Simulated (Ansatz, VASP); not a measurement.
## Two plane-wave programs on CdS

Contents of INCAR:

```
ALGO = Normal ; EDIFF = 1E-6
ENCUT = 520 ; GGA = PS
ISIF = 2 ; ISMEAR = 0
LASPH = T ; LCHARG = F
LREAL = F ; LWAVE = F
NBANDS = 26 ; NELM = 80
PREC = Accurate ; SIGMA = 0.02
```

The input KPOINTS:

```
k-points
0
Gamma
  12 12 6
```

The input POSCAR:

```
CdS
1.0
    4.1246369402      0.0000000000      0.0000000000
   -2.0623184701      3.5720403716      0.0000000000
    0.0000000000      0.0000000000      6.7097113227
Cd S
2 2
Direct
    0.6666666667      0.3333333333      0.5001992796
    0.3333333333      0.6666666667      0.0001992796
    0.6666666667      0.3333333333      0.8768007204
    0.3333333333      0.6666666667      0.3768007204
```

Input for Ansatz:

```yaml
crystal:
  lattice:
    - [4.1246369402, 0.0, 0.0]
    - [-2.0623184701, 3.5720403716, 0.0]
    - [0.0, 0.0, 6.7097113227]
  atoms:
    - { symbol: Cd, position: [0.6666666667, 0.3333333333, 0.5001992796] }
    - { symbol: Cd, position: [0.3333333333, 0.6666666667, 0.0001992796] }
    - { symbol: S, position: [0.6666666667, 0.3333333333, 0.8768007204] }
    - { symbol: S, position: [0.3333333333, 0.6666666667, 0.3768007204] }
basis:
  ecutwfc: 420
kpoints:
  mp_grid: { grid: [12, 12, 6] }
hamiltonian:
  xc: pbesol
  pseudopotentials: { kind: paw, azcp: { folder: soft_1 } }
scf:
  occupations: { method: gaussian, width: 0.02 }
output:
  forces: true
  stress: true
  eigenvalues: true
```

Alike in both runs: task single point; functional PBEsol; k mesh 12 × 12 × 6; occupations gaussian, width 0.02 eV; no spin polarisation.

|  | VASP | Ansatz |
| --- | --- | --- |
| version | VASP 6.6.1 | Ansatz 0.2.0 |
| potentials or method | VASP PAW PBE potentials, release 64 (Cd, S), cutoff 520 eV | scalar-relativistic, plane waves, PAW |
| valence electrons in the cell | 36 | 52 |

|  | VASP | Ansatz | Ansatz less VASP |
| --- | --- | --- | --- |
| gap on the k mesh at the Fermi level (eV) | 1.10 | 1.09 | -0.005 |
| least direct gap on the mesh (eV) | 1.10 | 1.09 | -0.005 |
| pressure (GPa) | 0.4 | 0.0 | -0.38 |

VASP's potentials were made for PBE, not for PBEsol, and Ansatz warns of the same on its side. VASP's potentials hold 36 valence electrons a cell and Ansatz's 52, so a difference there can come from the potentials and not from the codes.
